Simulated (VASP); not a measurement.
# TaN (P6_3mc) in VASP: notebook, part 2 of 3

VASP 6.6.1.

### 3 Single point, PBE

Input file INCAR:

```
SYSTEM = TaN
PREC = Accurate ; ENCUT = 520
EDIFF = 1E-6 ; ISMEAR = 1
SIGMA = 0.5 ; LREAL = .False.
LASPH = .True. ; NELM = 100
ALGO = Normal ; ISIF = 2
LWAVE = .False. ; LCHARG = .True.
GGA = PE ; LELF = .True.
LVHAR = .True. ; NBANDS = 24
```

Input file KPOINTS:

```
regular mesh
0
Gamma
  15 15 8
  0 0 0
```

Input file POSCAR:

```
TaN
1.0
    3.0500010905      0.0000000000      0.0000000000
   -1.5250005453      2.6413784260      0.0000000000
    0.0000000000      0.0000000000      4.9400000000
Ta N
2 2
Direct
    0.3333333333      0.6666666667      0.0000000000
    0.6666666667      0.3333333333      0.5000000000
    0.3333333333      0.6666666667      0.3850000000
    0.6666666667      0.3333333333      0.8850000000
```

Potentials or basis: VASP PAW PBE potentials, release 64 (Ta_pv, N).

Run with:

```sh
$ cat potpaw_PBE.64/Ta_pv/POTCAR potpaw_PBE.64/N/POTCAR > POTCAR
$ mpirun -np 1 vasp_std > vasp.out
```

Run time: 36 s. Hardware: 1 thread of Intel Xeon 6975P-C (Granite Rapids), shared host; peak memory 0.24 GiB.

The run converged. Its results:

| Property | Result |
| --- | --- |
| Free energy | -37.6665 eV |
| Pressure | 140.2 GPa |
| Largest force | 2.399 eV/Å |
| Band gap on the k mesh | zero (band 16 reaches 11.00 eV, above the bottom of band 17 at 8.14 eV) |

Forces on the atoms (eV/Å):
```
Ta   0.000  0.000  2.399
Ta   0.000  0.000  2.399
N    0.000  0.000 -2.399
N    0.000  0.000 -2.399
```

Stress tensor (GPa, compression positive):
```
148.83   0.00   0.00
  0.00 148.83   0.00
  0.00   0.00 122.84
```

Levels at points of the mesh, in eV from the Fermi level:
```csv
k point,band 12,band 13,band 14,band 15,band 16,band 17,band 18,band 19,band 20,band 21
"(0.00, 0.00, 0.00)",-7.90,-7.90,-7.57,-0.83,-0.83,-0.36,2.14,2.66,2.66,4.55
"(0.00, 0.00, 0.50)",-8.48,-8.48,-8.48,1.20,1.20,1.20,1.20,1.86,1.86,6.71
```

Caveat: spin-orbit coupling is left out, which moves the levels of the heavy elements; forces of over 1 eV/Å act on the atoms, so gaps and moduli don't describe the material at rest.

### 4 Single point, PBE

Input file INCAR:

```
SYSTEM = TaN
PREC = Accurate
ENCUT = 520
EDIFF = 1E-6
ISMEAR = 1
SIGMA = 0.1
LREAL = .False.
LASPH = .True.
NELM = 80
ALGO = Normal
ISIF = 2
LWAVE = .False.
LCHARG = .True.
GGA = PE
LELF = .True.
LVHAR = .True.
NBANDS = 24
```

KPOINTS is that of step 3.

POSCAR is that of step 3.

Potentials or basis: VASP PAW PBE potentials, release 64 (Ta_pv, N).

Run with:

```sh
$ cat potpaw_PBE.64/Ta_pv/POTCAR potpaw_PBE.64/N/POTCAR > POTCAR
$ mpirun -np 1 vasp_std > vasp.out
```

OUTCAR:

```text
SYSTEM = TaN
   PREC = Accurate
   ENCUT = 520
   EDIFF = 1E-6
   ISMEAR = 1
   LREAL = .False.
   LASPH = .True.
   NELM = 80
   ISIF = 2
   GGA = PE

 ion  position               nearest neighbor table
   1  0.333  0.667  0.000-   4 1.85   4 1.85   4 1.85   3 1.90   2 3.03   2 3.03   2 3.03   2 3.03
                             2 3.03   2 3.03
   2  0.667  0.333  0.500-   3 1.85   3 1.85   3 1.85   4 1.90   1 3.03   1 3.03   1 3.03   1 3.03
                             1 3.03   1 3.03
   3  0.333  0.667  0.385-   2 1.85   2 1.85   2 1.85   1 1.90
   4  0.667  0.333  0.885-   1 1.85   1 1.85   1 1.85   2 1.90

  LATTYP: Found a hexagonal cell.
 ALAT       =     3.0500010905
 C/A-ratio  =     1.6196715520

  Lattice vectors:

 A1 = (   3.0500010905,   0.0000000000,   0.0000000000)
 A2 = (  -1.5250005453,   2.6413784260,   0.0000000000)
 A3 = (   0.0000000000,   0.0000000000,   4.9400000000)

Analysis of symmetry for initial positions (statically):
=====================================================================
 Subroutine PRICEL returns:
 Original cell was already a primitive cell.

 Routine SETGRP: Setting up the symmetry group for a
 hexagonal supercell.

 Subroutine GETGRP returns: Found 12 space group operations
 (whereof  6 operations were pure point group operations)
 out of a pool of 24 trial point group operations.

The static configuration has the point symmetry C_3v.
 The point group associated with its full space group is C_6v.

Analysis of symmetry for dynamics (positions and initial velocities):
=====================================================================
 Subroutine PRICEL returns:
 Original cell was already a primitive cell.

 Routine SETGRP: Setting up the symmetry group for a
 hexagonal supercell.

 Subroutine GETGRP returns: Found 12 space group operations
 (whereof  6 operations were pure point group operations)
 out of a pool of 24 trial point group operations.

The dynamic configuration has the point symmetry C_3v.
 The point group associated with its full space group is C_6v.

 Subroutine INISYM returns: Found 12 space group operations
 (whereof  6 operations are pure point group operations),
 and found     1 'primitive' translations

----------------------------------------------------------------------------------------

                                     Primitive cell

  volume of cell :      39.7977

  direct lattice vectors                    reciprocal lattice vectors
     3.050001090  0.000000000  0.000000000     0.327868735  0.189295103  0.000000000
    -1.525000545  2.641378426  0.000000000     0.000000000  0.378590205  0.000000000
     0.000000000  0.000000000  4.940000000     0.000000000  0.000000000  0.202429150

  length of vectors
     3.050001090  3.050001091  4.940000000     0.378590205  0.378590205  0.202429150

  position of ions in fractional coordinates (direct lattice)
     0.333333333  0.666666667  0.000000000
     0.666666667  0.333333333  0.500000000
     0.333333333  0.666666667  0.385000000
     0.666666667  0.333333333  0.885000000

  ion indices of the primitive-cell ions
   primitive index   ion index
                 1           1
                 2           2
                 3           3
                 4           4

[... 28 lines left out ...]
  0.000000  0.000000  0.000000      1.000000
  0.066667  0.000000  0.000000      6.000000
  0.133333 -0.000000  0.000000      6.000000
  0.200000 -0.000000  0.000000      6.000000
  0.266667 -0.000000  0.000000      6.000000
  0.333333 -0.000000  0.000000      6.000000
[... 16 lines left out ...]
  0.333333  0.200000  0.000000     12.000000
  0.400000  0.200000  0.000000      6.000000
 [... further k-points ...]
   k-points           NKPTS =    135   k-points in BZ     NKDIM =    135   number of bands    NBANDS=     24
   number of dos      NEDOS =    301   number of ions     NIONS =      4
   total plane-waves  NPLWV =  23040
   dimension x,y,z NGX =    24 NGY =   24 NGZ =   40
   dimension x,y,z NGXF=    48 NGYF=   48 NGZF=   80
   ions per type =               2   2
   NGX,Y,Z   is equivalent  to a cutoff of  13.08, 13.08, 13.46 a.u.
   NGXF,Y,Z  is equivalent  to a cutoff of  26.16, 26.16, 26.92 a.u.
 SYSTEM =  TaN
   PREC   = accura    normal or accurate (medium, high low for compatibility)
   ISTART =      0    job   : 0-new  1-cont  2-samecut
   ICHARG =      2    charge: 1-file 2-atom 10-const
   ISPIN  =      1    spin polarized calculation?
   LNONCOLLINEAR =      F non collinear calculations
   LSORBIT =      F    spin-orbit coupling
   LASPH  =      T    aspherical Exc in radial PAW
   ENCUT  =  520.0 eV  38.22 Ry    6.18 a.u.   5.67  5.67  9.19*2*pi/ulx,y,z
   NELM   =     80;   NELMIN=  2; NELMDL= -5     # of ELM steps
   EDIFF  = 0.1E-05   stopping-criterion for ELM
   LREAL  =      F    real-space projection
   EDIFFG = 0.1E-04   stopping-criterion for IOM
   NSW    =      0    number of steps for IOM
   IBRION =     -1    ionic relax: 0-MD 1-quasi-New 2-CG
   NFREE  =      0    steps in history (QN), initial steepest desc. (CG)
   ISIF   =      2    stress and relaxation
   ISYM   =      2    0-nonsym 1-usesym 2-fastsym
   POTIM  = 0.5000    time-step for ionic-motion
   TEBEG  =    0.0;   TEEND  =   0.0 temperature during run
   PSTRESS=    0.0 pullay stress
   NELECT =      32.0000    total number of electrons
   NUPDOWN=      -1.0000    fix difference up-down
   EMIN   =  10.00;   EMAX   =-10.00  energy-range for DOS
   EFERMI =   0.00;   METHOD = LEGACY
   ISMEAR =     1;   SIGMA  =   0.10  broadening in eV -4-tet -1-fermi 0-gaus
   EFERMI_NEDOS =   21; number of points for ismear=-14 and -15
   IALGO  =     38    algorithm
   IMIX   =      4    mixing-type and parameters
     AMIX     =   0.40;   BMIX     =  1.00
     AMIX_MAG =   1.60;   BMIX_MAG =  1.00
  volume/ion in A,a.u.               =       9.95        67.14
  Fermi-wavevector in a.u.,A,eV,Ry     =   1.522319  2.876766 31.530886  2.317455
  Thomas-Fermi vector in A             =   2.630914
   LORBIT       =      0    0 simple, 1 ext, 2 COOP (PROOUT), +10 PAW based schemes
   GGA     = PE    functional components
   LHFCALC =     F    Hartree Fock is set to
   AEXX    =    0.0000 exact exchange contribution
   IVDW    =     0    specifies the selected vdW correction
   LEPSILON=     F    determine dielectric tensor
   LRPA    =     F    only Hartree local field effects (RPA)
 non-spin polarized calculation
 Methfessel and Paxton  Order N= 1 SIGMA  =   0.10
  energy-cutoff  :      520.00
  volume of cell :       39.80
 maximum number of plane-waves:      1093
 NGX is ok and might be reduce to    24
   NGX = 11   NGY = 11   NGZ = 19

 number of electron      32.0000000 magnetization

 Free energy of the ion-electron system (eV)
  ---------------------------------------------------
  ext. energy  EPLUGINS =         0.00000000
  ---------------------------------------------------
  free energy    TOTEN  =       -37.67301051 eV

  energy without entropy =      -37.67409148  energy(sigma->0) =      -37.67337083

 E-fermi :   9.8235     XC(G=0): -13.5442

 val. band max:        9.8120091034   @ k =   0.2000   0.0667   0.3750
 cond. band min:       9.8257045283   @ k =   0.1333   0.0667   0.3750
 fundamental gap:      0.0136954249
 Fermi energy:         9.8235294324

 k-point     1 :       0.0000    0.0000    0.0000
  band No.  band energies     occupation
      1     -26.3326      2.00000
      2     -25.2241      2.00000
      3     -25.2241      2.00000
      4     -25.0330      2.00000
      5     -25.0330      2.00000
      6     -24.9776      2.00000
[... 637 lines left out ...]
     23      16.8264      0.00000
     24      17.4055      0.00000

 [... further k-points ...]

------------------------ aborting loop because EDIFF is reached ----------------------------------------

  FORCE on cell =-STRESS in cart. coord.  units (eV):
  Direction    XX          YY          ZZ          XY          YZ          ZX
  --------------------------------------------------------------------------------------
  -------------------------------------------------------------------------------------
  Total       36.9889343     36.9889343     30.5222545     -0.0000000     -0.0000000      0.0000000
  in kB     1489.1033200   1489.1033201   1228.7672349     -0.0000000     -0.0000000      0.0000000
  external PRESSURE =    1402.3246250 kB  Pullay stress =       0.0000000 kB

 VOLUME and BASIS-vectors are now :
 -----------------------------------------------------------------------------
  energy-cutoff  :      520.00
  volume of cell :       39.80
      direct lattice vectors                 reciprocal lattice vectors
     3.050001090  0.000000000  0.000000000     0.327868735  0.189295103  0.000000000
    -1.525000545  2.641378426  0.000000000     0.000000000  0.378590205  0.000000000
     0.000000000  0.000000000  4.940000000     0.000000000  0.000000000  0.202429150

 POSITION                                       TOTAL-FORCE (eV/Angst)
 -----------------------------------------------------------------------------------
     -0.00000      1.76092      0.00000         0.000000     -0.000000      2.394723
      1.52500      0.88046      2.47000        -0.000000      0.000000      2.394723
     -0.00000      1.76092      1.90190        -0.000000      0.000000     -2.394723
      1.52500      0.88046      4.37190         0.000000      0.000000     -2.394723
 -----------------------------------------------------------------------------------
    total drift:                               -0.000000      0.000000      0.000913

  FREE ENERGIE OF THE ION-ELECTRON SYSTEM (eV)
  ---------------------------------------------------
  free  energy   TOTEN  =       -37.6730105081 eV

  energy  without entropy=      -37.6740914780  energy(sigma->0) =      -37.67337083
```

It took 35 s on 1 thread of Intel Xeon 6975P-C (Granite Rapids), shared host; peak memory 0.24 GiB.

What came out:

```yaml
Free_energy: -37.6730 eV
Pressure: 140.2 GPa
Largest_force: 2.395 eV/Å
Band_gap_on_the_k_mesh: zero (band 16 reaches 11.00 eV, above the bottom of band 17 at 8.14 eV)
```

Forces on the atoms (eV/Å):
```
Ta   0.000  0.000  2.395
Ta   0.000  0.000  2.395
N    0.000  0.000 -2.395
N    0.000  0.000 -2.395
```

Caveat: spin-orbit coupling is left out, which moves the levels of the heavy elements; forces of over 1 eV/Å act on the atoms, so gaps and moduli don't describe the material at rest.

(Continued in part 3 of 3.)
